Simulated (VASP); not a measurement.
The system is Ge.

```
Ge
1.0
     2.52020    0.00000    0.00000
    -1.26010    2.18256    0.00000
     0.00000    0.00000    4.08272
Ge
2
Cartesian
  0.0000 1.4550 1.0207
  1.2601 0.7275 3.0620
```

This isn't the form of Ge at room conditions, which is diamond.

```yaml
Program: VASP 6.6.1
Task: relaxation of cell and atoms
Functional: PBE
Potentials_or_basis: VASP PAW PBE potentials, release 64 (Ge_d)
Cutoff: 600 eV
k_mesh: 15 × 15 × 8
Occupations: fermi-dirac, width 0.05 eV
Spin: no spin polarisation
```

At the start: pressure 117.3 GPa; volume 11.23 Å³/atom.

Task: Where does the relaxation end?

Result: Over 14 steps the energy falls by 1804.0 meV/atom and the volume is 19.27 Å³/atom (+71.6 %); space group P6_3/mmc (No. 194, to 0.1 Å) before and after.

Step by step:
```csv
step,energy change (eV),largest force (eV/Å),pressure (GPa),volume (Å³)
1,0.0000,0.0000,117.35,22.46
2,-2.4442,0.0000,-11.65,61.19
3,-3.5972,0.0000,-0.41,38.79
4,-3.5975,0.0000,0.14,38.41
5,-3.6043,0.0000,0.17,38.41
6,-3.6077,0.0000,0.22,38.40
7,-3.6078,0.0000,0.18,38.40
8,-3.6078,0.0000,0.23,38.40
9,-3.6079,0.0000,-0.08,38.57
10,-3.6079,0.0000,0.04,38.53
11,-3.6079,0.0000,-0.03,38.54
12,-3.6079,0.0000,-0.05,38.53
13,-3.6079,0.0000,0.01,38.53
14,-3.6079,0.0000,-0.02,38.53
```

Final structure:
```
Ge
1.0
     2.97109    0.00000    0.00000
    -1.48555    2.57304    0.00000
     0.00000    0.00000    5.04012
Ge
2
Direct
  0.33333 0.66667 0.25000
  0.66667 0.33333 0.75000
```

Caveat: the volume moved by over 15 % at a fixed basis, so the end points are rough.
